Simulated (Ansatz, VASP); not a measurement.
**Two plane-wave programs on NiO**

File INCAR:

```
SYSTEM = NiO
PREC     = Accurate       ! precision mode
ENCUT    = 600            ! plane-wave cutoff, eV
EDIFF    = 1E-6           ! SCF threshold, eV
ISMEAR   = -1             ! smearing method
SIGMA    = 0.05           ! smearing width, eV
LREAL    = .False.        ! projectors in reciprocal space
LASPH    = .True.         ! aspherical terms in the spheres
NELM     = 150            ! most SCF steps
ALGO     = Normal         ! electronic algorithm
ISIF     = 3              ! what is computed and relaxed
LWAVE    = .False.        ! write WAVECAR
LCHARG   = .False.        ! write CHGCAR
ISPIN    = 2              ! spin polarisation
MAGMOM   = 1 0            ! initial moments
LORBIT   = 11             ! projections on sites
LMAXMIX  = 4              ! l up to which the mixer works
LDAU     = .True.         ! DFT+U
LDAUTYPE = 2            
LDAUL    = 2 -1           ! shell
LDAUU    = 6 0            ! U, eV
LDAUJ    = 0 0          
LDAUPRINT= 1            
GGA      = PE             ! functional
IBRION   = 2              ! ionic algorithm
NSW      = 60             ! ionic steps
EDIFFG   = -0.01          ! ionic threshold
```

File KPOINTS:

```
Automatic mesh
0
Gamma
  11 11 11
  0 0 0
```

The input POSCAR:

```
NiO
1.0
    0.0000000000      2.0859016414      2.0859016414
    2.0859016414      0.0000000000      2.0859016414
    2.0859016414      2.0859016414      0.0000000000
Ni O
1 1
Direct
    0.0000000000      0.0000000000      0.0000000000
    0.5000000000      0.5000000000      0.5000000000
```

The input input.yaml:

```yaml
crystal:
  lattice:
    - [0.0, 2.0859016414, 2.0859016414]
    - [2.0859016414, 0.0, 2.0859016414]
    - [2.0859016414, 2.0859016414, 0.0]
  atoms:
    - { symbol: Ni, position: [0.0, 0.0, 0.0], spin: 1.0 }
    - { symbol: O, position: [0.5, 0.5, 0.5] }
hamiltonian:
  xc: pbe
  pseudopotentials: { kind: paw }
  hubbard: { sites: [{ species: Ni, l: d, u_eff: 6.0 }] }
magnetization:
  spin_polarized: true
kpoints:
  mp_grid: { grid: [11, 11, 11] }
scf:
  occupations: { method: fermi_dirac, width: 0.05 }
output:
  forces: true
  stress: true
relax:
  f_tol: 0.01
  max_steps: 40
  cell: { stress_tol: 0.05 }
```

Alike in both runs: task relaxation of cell and atoms; functional PBE; k mesh 11 × 11 × 11; occupations fermi-dirac, width 0.05 eV; collinear spin; Hubbard terms Ni d U = 6.0 eV.

```csv
,VASP,Ansatz
version,VASP 6.6.1,Ansatz 0.2.0
potentials or method,"VASP PAW PBE potentials, release 64 (Ni, O)",Ansatz PAW
plane-wave cutoff (eV),600,420
valence electrons in the cell,16,24
```

|  | VASP | Ansatz | Ansatz less VASP |
| --- | --- | --- | --- |
| net moment per atom (μB) | 1.00 | 1.00 | 0.000 |
| size of the moment on the site where the two differ most (μB) | 1.82 | 1.73 | -0.086 |
| relaxed volume (Å³/atom) | 9.24 | 9.71 | +0.461 |
| relaxed length of the cell vector where the two differ most in proportion (Å) | 2.968 | 3.017 | +0.0486 |

Site moments also hang on the region over which each program counts them. The programs project onto different local orbitals, so the same U acts differently, and such runs can settle in different states. VASP's potentials hold 16 valence electrons a cell and Ansatz's 24, so a difference there can come from the potentials and not from the codes.

Noted on Ansatz's run: the magnetic or orbital state may not be the lowest; odd divisions of the mesh miss points on the zone boundary, where band edges often lie, so the gap on the mesh can be too wide; the plane-wave basis is chosen anew once the cell has moved, so the energies of steps on either side of that aren't comparable.
